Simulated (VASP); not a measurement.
Here is a VASP 6.6.1 calculation.

File INCAR:

```
  ALGO = Normal
  EDIFF = 1E-6
  ENCUT = 500
  GGA = PE
  GGA_COMPAT = F
  ISIF = 2
  ISMEAR = 0
  ISPIN = 2
  ISYM = 0
  LASPH = T
  LCHARG = F
  LORBIT = 11
  LREAL = F
  LWAVE = F
  MAGMOM = 0.125 0.125 0.125 0.125 0.125 0.125 0.125 0.125
  NBANDS = 30
  NELECT = 33.0
  NELM = 200
  NUPDOWN = 1.0
  PREC = Accurate
  SIGMA = 0.01
```

Contents of KPOINTS:

```
k-points
0
Gamma
  1 1 1
```

Contents of POSCAR:

```
Si
1.0
    5.4310000000      0.0000000000      0.0000000000
    0.0000000000      5.4310000000      0.0000000000
    0.0000000000      0.0000000000      5.4310000000
Si
8
Direct
   -0.0147300000     -0.0021200000      0.0104700000
   -0.0063800000      0.5062200000      0.4893600000
    0.2519600000      0.2645700000      0.2477100000
    0.2603100000      0.7434500000      0.7560600000
    0.4892000000      0.0018000000      0.5144100000
    0.4975500000      0.5101500000     -0.0067000000
    0.7559000000      0.2390400000      0.7516400000
    0.7642500000      0.7473900000      0.2599900000
```

Potentials or basis: VASP PAW PBE potentials, release 64 (Si).

Launch:

```bash
$ cat potpaw_PBE.64/Si/POTCAR > POTCAR
$ mpirun -np 1 vasp_gam > vasp.out
```

(1) Predict the largest force.

Answers

(1) 1.236 eV/Å.

Caveat: the k points lie up to 1.16 Å⁻¹ apart, too coarse for converged energies, forces and pressures; the cell carries a net charge on a neutralising background, which shifts energy and pressure; the total moment is fixed, so each spin has its own Fermi level and the state may be an excited one; forces of over 1 eV/Å act on the atoms, so gaps and moduli don't describe the material at rest.
